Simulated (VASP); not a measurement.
# LiNbO3 (LiNbO3 (R3c)) (Cc) in VASP: a series of runs

The runs below take LiNbO3 (LiNbO3 (R3c)) through single point, with PBE.

Everything below comes from runs of VASP 6.6.1. Logs are shortened: lines on timing, memory, paths and dates and some standing lists are left out, and cuts for length are marked.

## Step 1: The cell of the first run

The typed cell holds 40 atoms: a = 5.550 Å, b = 11.101 Å, c = 11.101 Å, α = 55.75°, β = 55.75°, γ = 55.75°.

## Step 2: Single point, PBE

File INCAR:

```
SYSTEM = LiNbO3
PREC = Accurate ; ENCUT = 520
EDIFF = 1E-6 ; ISMEAR = 0
SIGMA = 0.01 ; LREAL = Auto
LASPH = .True. ; NELM = 80
ALGO = Normal ; ISIF = 2
LWAVE = .False. ; LCHARG = .True.
GGA = PE ; LELF = .True.
LVHAR = .True. ; NBANDS = 162
```

File KPOINTS:

```
Automatic mesh
0
Gamma
  1 1 1
  0.25 0.25 0.25
```

File POSCAR:

```
LiNbO3
1.0
    2.5949501398      1.4981951603      4.6722232500
   -5.1899002705      2.9963903207      9.3444465005
   -0.0000000004     -5.9927806392      9.3444464995
Li Nb O
8 8 24
Direct
    0.7183927777      0.3591123703      0.3591771180
    0.2183927777      0.1091771180      0.1091123703
    0.7183927777      0.3591123703      0.8591771180
    0.2183927777      0.1091771180      0.6091123703
    0.7183927777      0.8591123703      0.3591771180
    0.2183927777      0.6091771180      0.1091123703
    0.7183927777      0.8591123703      0.8591771180
    0.2183927777      0.6091771180      0.6091123703
    0.9995011365      0.4999236378      0.4999463415
    0.4995011365      0.2499463415      0.2499236378
    0.9995011365      0.4999236378      0.9999463415
    0.4995011365      0.2499463415      0.7499236378
    0.9995011365      0.9999236378      0.4999463415
    0.4995011365      0.7499463415      0.2499236378
    0.9995011365      0.9999236378      0.9999463415
    0.4995011365      0.7499463415      0.7499236378
    0.2781285329      0.3212309634      0.4443346947
    0.6419945347      0.4446730060      0.1396076173
    0.8901680283      0.1394001481      0.3207791129
    0.3901680283      0.0707791129      0.3894001481
    0.7781285329      0.1943346947      0.0712309634
    0.1419945347      0.3896076173      0.1946730060
    0.2781285329      0.3212309634      0.9443346947
    0.6419945347      0.4446730060      0.6396076173
    0.8901680283      0.1394001481      0.8207791129
    0.3901680283      0.0707791129      0.8894001481
    0.7781285329      0.1943346947      0.5712309634
    0.1419945347      0.3896076173      0.6946730060
    0.2781285329      0.8212309634      0.4443346947
    0.6419945347      0.9446730060      0.1396076173
    0.8901680283      0.6394001481      0.3207791129
    0.3901680283      0.5707791129      0.3894001481
    0.7781285329      0.6943346947      0.0712309634
    0.1419945347      0.8896076173      0.1946730060
    0.2781285329      0.8212309634      0.9443346947
    0.6419945347      0.9446730060      0.6396076173
    0.8901680283      0.6394001481      0.8207791129
    0.3901680283      0.5707791129      0.8894001481
    0.7781285329      0.6943346947      0.5712309634
    0.1419945347      0.8896076173      0.6946730060
```

Potentials or basis: VASP PAW PBE potentials, release 64 (Li_sv, Nb_sv, O).

On the command line:

```
cat potpaw_PBE.64/Li_sv/POTCAR potpaw_PBE.64/Nb_sv/POTCAR potpaw_PBE.64/O/POTCAR > POTCAR
mpirun -np 1 vasp_std > vasp.out
```

OUTCAR:

```text
SYSTEM = LiNbO3
   PREC = Accurate
   ENCUT = 520
   EDIFF = 1E-6
   ISMEAR = 0
   LREAL = Auto
   LASPH = .True.
   NELM = 80
   ISIF = 2
   GGA = PE

 ion  position               nearest neighbor table
   1  0.718  0.359  0.359-  32 2.08  22 2.08  27 2.08  18 2.26  19 2.27  17 2.27
   2  0.218  0.109  0.109-  19 2.08  30 2.08  23 2.08  34 2.26  26 2.27  21 2.27
   3  0.718  0.359  0.859-  38 2.08  28 2.08  21 2.08  24 2.26  25 2.27  23 2.27
   4  0.218  0.109  0.609-  25 2.08  36 2.08  17 2.08  40 2.26  20 2.27  27 2.27
   5  0.718  0.859  0.359-  20 2.08  34 2.08  39 2.08  30 2.26  31 2.27  29 2.27
   6  0.218  0.609  0.109-  31 2.08  18 2.08  35 2.08  22 2.26  38 2.27  33 2.27
[... 8 lines left out ...]
  15  1.000  1.000  1.000-  30 1.89  25 1.89  35 1.89  21 2.15  34 2.16  26 2.16
  16  0.500  0.750  0.750-  40 1.89  38 1.89  39 1.89  35 2.15  36 2.16  37 2.16
  17  0.278  0.321  0.444-   9 1.89   4 2.08  10 2.15   1 2.27
  18  0.642  0.445  0.140-  11 1.89   6 2.08  10 2.16   1 2.26
  19  0.890  0.139  0.321-  13 1.89   2 2.08  10 2.16   1 2.27
  20  0.390  0.071  0.389-  10 1.89   5 2.08  13 2.16   4 2.27
  21  0.778  0.194  0.071-  10 1.89   3 2.08  15 2.15   2 2.27
  22  0.142  0.390  0.195-  10 1.89   1 2.08  11 2.16   6 2.26
[... 16 lines left out ...]
  39  0.778  0.694  0.571-  16 1.89   5 2.08   9 2.15   8 2.27
  40  0.142  0.890  0.695-  16 1.89   7 2.08  13 2.16   4 2.26

  LATTYP: Found a base centered monoclinic cell.
 ALAT       =    15.1977748255
 B/A-ratio  =     0.6829815986
 C/A-ratio  =     0.3652177898
 COS(beta)  =    -0.0918250328

  Lattice vectors:

 A1 = (   7.7848504103,  -1.4981951604,  -4.6722232505)
 A2 = (   2.5949501402,   7.4909757995,  -4.6722232495)
 A3 = (   2.5949501398,   1.4981951603,   4.6722232500)

Analysis of symmetry for initial positions (statically):
=====================================================================
 Subroutine PRICEL returns following result:

  LATTYP: Found a trigonal (rhomboedric) cell.
 ALAT       =     5.5504977293
 COS(alpha) =     0.5628563531

  Lattice vectors:

 A1 = (   2.5949501398,   1.4981951603,   4.6722232500)
 A2 = (  -2.5949501352,   1.4981951604,   4.6722232503)
 A3 = (  -0.0000000002,  -2.9963903196,   4.6722232498)

   4 primitive cells build up your supercell.

 Routine SETGRP: Setting up the symmetry group for a
 base centered monoclinic supercell.

 Subroutine GETGRP returns: Found  2 space group operations
 (whereof  1 operations were pure point group operations)
 out of a pool of  4 trial point group operations.

The static configuration has the point symmetry C_1 .
 The point group associated with its full space group is C_1h.

Analysis of symmetry for dynamics (positions and initial velocities):
=====================================================================
 Subroutine PRICEL returns following result:

  LATTYP: Found a trigonal (rhomboedric) cell.
 ALAT       =     5.5504977293
 COS(alpha) =     0.5628563531

  Lattice vectors:

 A1 = (   2.5949501398,   1.4981951603,   4.6722232500)
 A2 = (  -2.5949501352,   1.4981951604,   4.6722232503)
 A3 = (  -0.0000000002,  -2.9963903196,   4.6722232498)

   4 primitive cells build up your supercell.

 Routine SETGRP: Setting up the symmetry group for a
 base centered monoclinic supercell.

 Subroutine GETGRP returns: Found  2 space group operations
 (whereof  1 operations were pure point group operations)
 out of a pool of  4 trial point group operations.

The dynamic configuration has the point symmetry C_1 .
 The point group associated with its full space group is C_1h.

 Subroutine INISYM returns: Found  2 space group operations
 (whereof  1 operations are pure point group operations),
 and found     4 'primitive' translations

----------------------------------------------------------------------------------------

                                     Primitive cell

  volume of cell :     108.9864

  direct lattice vectors                    reciprocal lattice vectors
     2.594950140  1.498195160  4.672223250     0.192681930  0.111244964  0.071343623
    -2.594950135  1.498195160  4.672223250    -0.192681930  0.111244964  0.071343623
    -0.000000000 -2.996390320  4.672223250     0.000000000 -0.222489928  0.071343623

  length of vectors
     5.550497731  5.550497729  5.550497729     0.233648626  0.233648626  0.233648626

  position of ions in fractional coordinates (direct lattice)
     0.718392778  0.718224741  0.718354236
     0.218392778  0.218354236  0.218224741
     0.999501137  0.999847276  0.999892683
     0.499501137  0.499892683  0.499847276
     0.278128533  0.642461927  0.888669389
     0.641994535  0.889346012  0.279215235
     0.890168028  0.278800296  0.641558226
     0.390168028  0.141558226  0.778800296
     0.778128533  0.388669389  0.142461927
     0.141994535  0.779215235  0.389346012

  ion indices of the primitive-cell ions
   primitive index   ion index
                 1           1
                 2           4
                 3           9
                 4          10
                 5          17
                 6          18
                 7          19
                 8          32
                 9          27
                10          22

----------------------------------------------------------------------------------------

 KPOINTS: Automatic mesh

Automatic generation of k-mesh.
 Grid dimensions read from file:
 generate k-points for:    1    1    1

 Generating k-lattice:

  Cartesian coordinates                     Fractional coordinates (reciprocal lattice)
     0.192681930  0.111244964  0.071343623     1.000000000  0.000000000  0.000000000
    -0.096340965  0.055622482  0.035671811     0.000000000  1.000000000 -0.000000000
     0.000000000 -0.111244964  0.035671811     0.000000000  0.000000000  1.000000000

  Length of vectors
     0.233648626  0.116824313  0.116824313

  Shift w.r.t. Gamma in fractional coordinates (k-lattice)
     0.250000000  0.250000000  0.250000000

 Subroutine IBZKPT returns following result:
 ===========================================

 Found      1 irreducible k-points:

 Following reciprocal coordinates:
            Coordinates               Weight
  0.250000  0.250000  0.250000      2.000000
   k-points           NKPTS =      1   k-points in BZ     NKDIM =      1   number of bands    NBANDS=    162
   number of dos      NEDOS =    301   number of ions     NIONS =     40
   total plane-waves  NPLWV = 296352
   dimension x,y,z NGX =    42 NGY =   84 NGZ =   84
   dimension x,y,z NGXF=    84 NGYF=  168 NGZF=  168
   ions per type =               8   8  24
   NGX,Y,Z   is equivalent  to a cutoff of  12.58, 12.58, 12.58 a.u.
   NGXF,Y,Z  is equivalent  to a cutoff of  25.16, 25.16, 25.16 a.u.
 SYSTEM =  LiNbO3
   PREC   = accura    normal or accurate (medium, high low for compatibility)
   ISTART =      0    job   : 0-new  1-cont  2-samecut
   ICHARG =      2    charge: 1-file 2-atom 10-const
   ISPIN  =      1    spin polarized calculation?
   LNONCOLLINEAR =      F non collinear calculations
   LSORBIT =      F    spin-orbit coupling
   LASPH  =      T    aspherical Exc in radial PAW
   ENCUT  =  520.0 eV  38.22 Ry    6.18 a.u.  10.32 20.64 20.64*2*pi/ulx,y,z
   NELM   =     80;   NELMIN=  2; NELMDL= -5     # of ELM steps
   EDIFF  = 0.1E-05   stopping-criterion for ELM
   LREAL  =      T    real-space projection
   EDIFFG = 0.1E-04   stopping-criterion for IOM
   NSW    =      0    number of steps for IOM
   IBRION =     -1    ionic relax: 0-MD 1-quasi-New 2-CG
   NFREE  =      0    steps in history (QN), initial steepest desc. (CG)
   ISIF   =      2    stress and relaxation
   ISYM   =      2    0-nonsym 1-usesym 2-fastsym
   POTIM  = 0.5000    time-step for ionic-motion
   TEBEG  =    0.0;   TEEND  =   0.0 temperature during run
   PSTRESS=    0.0 pullay stress
   NELECT =     272.0000    total number of electrons
   NUPDOWN=      -1.0000    fix difference up-down
   EMIN   =  10.00;   EMAX   =-10.00  energy-range for DOS
   EFERMI =   0.00;   METHOD = LEGACY
   ISMEAR =     0;   SIGMA  =   0.01  broadening in eV -4-tet -1-fermi 0-gaus
   EFERMI_NEDOS =   21; number of points for ismear=-14 and -15
   IALGO  =     38    algorithm
   IMIX   =      4    mixing-type and parameters
     AMIX     =   0.40;   BMIX     =  1.00
     AMIX_MAG =   1.60;   BMIX_MAG =  1.00
  volume/ion in A,a.u.               =      10.90        73.55
  Fermi-wavevector in a.u.,A,eV,Ry     =   1.398901  2.643540 26.625577  1.956925
  Thomas-Fermi vector in A             =   2.522014
   LORBIT       =      0    0 simple, 1 ext, 2 COOP (PROOUT), +10 PAW based schemes
   GGA     = PE    functional components
   LHFCALC =     F    Hartree Fock is set to
   AEXX    =    0.0000 exact exchange contribution
   IVDW    =     0    specifies the selected vdW correction
   LEPSILON=     F    determine dielectric tensor
   LRPA    =     F    only Hartree local field effects (RPA)
 non-spin polarized calculation
 Gauss-broadening in eV      SIGMA  =   0.01
  energy-cutoff  :      520.00
  volume of cell :      435.95
 maximum number of plane-waves:     11741
 NGX is ok and might be reduce to    42
   NGX = 21   NGY = 41   NGZ = 41

 number of electron     271.9999996 magnetization

 Free energy of the ion-electron system (eV)
  ---------------------------------------------------
  ext. energy  EPLUGINS =         0.00000000
  ---------------------------------------------------
  free energy    TOTEN  =      -320.22599940 eV

  energy without entropy =     -320.22599940  energy(sigma->0) =     -320.22599940

 E-fermi :   3.4285     XC(G=0): -10.6665

 val. band max:        3.2647593851   @ k =   0.2500   0.2500   0.2500
 cond. band min:       6.9669675526   @ k =   0.2500   0.2500   0.2500
 fundamental gap:      3.7022081676
 Fermi energy:         3.4285199439

 k-point     1 :       0.2500    0.2500    0.2500
  band No.  band energies     occupation
      1     -50.9144      2.00000
      2     -50.9099      2.00000
      3     -50.9090      2.00000
      4     -50.9090      2.00000
      5     -50.9090      2.00000
      6     -50.9090      2.00000
[... 140 lines left out ...]
    147       7.8526      0.00000
    148       7.8526      0.00000
 [bands above 148 left out]

------------------------ aborting loop because EDIFF is reached ----------------------------------------

  FORCE on cell =-STRESS in cart. coord.  units (eV):
  Direction    XX          YY          ZZ          XY          YZ          ZX
  --------------------------------------------------------------------------------------
  -------------------------------------------------------------------------------------
  Total       -1.0829944     -1.1199598     -1.3235658      0.0320129     -0.1233532     -0.2136539
  in kB       -3.9801969     -4.1160512     -4.8643396      0.1176533     -0.4533450     -0.7852162
  external PRESSURE =      -4.3201959 kB  Pullay stress =       0.0000000 kB

 VOLUME and BASIS-vectors are now :
 -----------------------------------------------------------------------------
  energy-cutoff  :      520.00
  volume of cell :      435.95
      direct lattice vectors                 reciprocal lattice vectors
     2.594950140  1.498195160  4.672223250     0.192681930  0.111244964  0.071343623
    -5.189900270  2.996390321  9.344446501    -0.096340965  0.055622482  0.035671811
    -0.000000000 -5.992780639  9.344446500     0.000000000 -0.111244964  0.035671811

 POSITION                                       TOTAL-FORCE (eV/Angst)
 -----------------------------------------------------------------------------------
      0.00044     -0.00014     10.06851        -0.003952      0.002831      0.002635
      0.00010      0.00045      3.06017         0.000476     -0.004837      0.002635
      0.00044     -2.99653     14.74073        -0.003952      0.002831      0.002635
      0.00010     -2.99594      7.73240         0.000476     -0.004837      0.002635
     -2.59451      1.49806     14.74073        -0.003952      0.002831      0.002635
     -2.59485      1.49864      7.73240         0.000476     -0.004837      0.002635
[... 32 lines left out ...]
     -1.58432     -0.17698     15.46160         0.014131     -0.001805     -0.015571
     -4.24851     -1.28468     15.46766         0.006901      0.015668     -0.019629
 -----------------------------------------------------------------------------------
    total drift:                               -0.003518     -0.002027     -0.001382

  FREE ENERGIE OF THE ION-ELECTRON SYSTEM (eV)
  ---------------------------------------------------
  free  energy   TOTEN  =      -320.2259993988 eV

  energy  without entropy=     -320.2259993988  energy(sigma->0) =     -320.22599940
```

Run time: 5.9 min. Hardware: 1 thread of AMD EPYC 7R43 (Zen 3), shared host; peak memory 0.57 GiB.

Results:

| Property | Result |
| --- | --- |
| Free energy | -320.2260 eV |
| Largest force | 0.051 eV/Å |
| Band gap on the k mesh | 3.70 eV |

Forces on the atoms (eV/Å):
```
Li  -0.004  0.003  0.003
Li   0.000 -0.005  0.003
Li  -0.004  0.003  0.003
Li   0.000 -0.005  0.003
Li  -0.004  0.003  0.003
Li   0.000 -0.005  0.003
Li  -0.004  0.003  0.003
Li   0.000 -0.005  0.003
Nb  -0.016  0.005  0.049
Nb  -0.003 -0.016  0.049
Nb  -0.016  0.005  0.049
Nb  -0.003 -0.016  0.049
Nb  -0.016  0.005  0.049
Nb  -0.003 -0.016  0.049
Nb  -0.016  0.005  0.049
Nb  -0.003 -0.016  0.049
O    0.006  0.013 -0.016
O    0.017 -0.002 -0.020
O   -0.010 -0.008 -0.016
O   -0.011 -0.004 -0.016
O    0.014 -0.002 -0.016
O    0.007  0.016 -0.020
O    0.006  0.013 -0.016
O    0.017 -0.002 -0.020
O   -0.010 -0.008 -0.016
O   -0.011 -0.004 -0.016
O    0.014 -0.002 -0.016
O    0.007  0.016 -0.020
O    0.006  0.013 -0.016
O    0.017 -0.002 -0.020
O   -0.010 -0.008 -0.016
O   -0.011 -0.004 -0.016
O    0.014 -0.002 -0.016
O    0.007  0.016 -0.020
O    0.006  0.013 -0.016
O    0.017 -0.002 -0.020
O   -0.010 -0.008 -0.016
O   -0.011 -0.004 -0.016
O    0.014 -0.002 -0.016
O    0.007  0.016 -0.020
```

Caveat: the k points lie up to 1.47 Å⁻¹ apart; the cutoff is under 1.25 times the usual one of these potentials, so pressure, stress and relaxed cells hold a basis-set (Pulay) error. A k mesh can miss the band edges.

(Continued in part 2 of 2.)
